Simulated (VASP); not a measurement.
Input of a VASP 6.6.1 run:

File INCAR:

```
PREC = Accurate
ENCUT = 520
EDIFF = 1E-6
ISMEAR = 0
SIGMA = 0.1
LREAL = False
LASPH = True
NELM = 60
ALGO = Normal
ISIF = 2
LWAVE = False
LCHARG = False
GGA = PE
NBANDS = 24
```

KPOINTS

```
Automatic mesh
0
Gamma
  10 10 10
```

The input POSCAR:

```
SnTe3
1.0
    5.4705036614      0.0000000000      0.0000000000
    0.0000000000      5.4705036614      0.0000000000
    0.0000000000      0.0000000000      3.8773346346
Sn Te
1 3
Direct
    0.0000000000      0.0000000000      0.0000000000
    0.0000000000      0.5000000000      0.5000000000
    0.5000000000      0.0000000000      0.5000000000
    0.5000000000      0.5000000000      0.0000000000
```

Potentials or basis: VASP PAW PBE potentials, release 64 (Sn_d, Te).

The run is started by

```console
$ cat potpaw_PBE.64/Sn_d/POTCAR potpaw_PBE.64/Te/POTCAR > POTCAR
$ mpirun -np 1 vasp_std > vasp.out
```

Predict the band gap on the k mesh.

zero (band 16 reaches 8.65 eV, above the bottom of band 17 at 6.21 eV).

Predict the pressure.

0.0 GPa.

Caveat: spin-orbit coupling is left out, which moves the levels of the heavy elements.
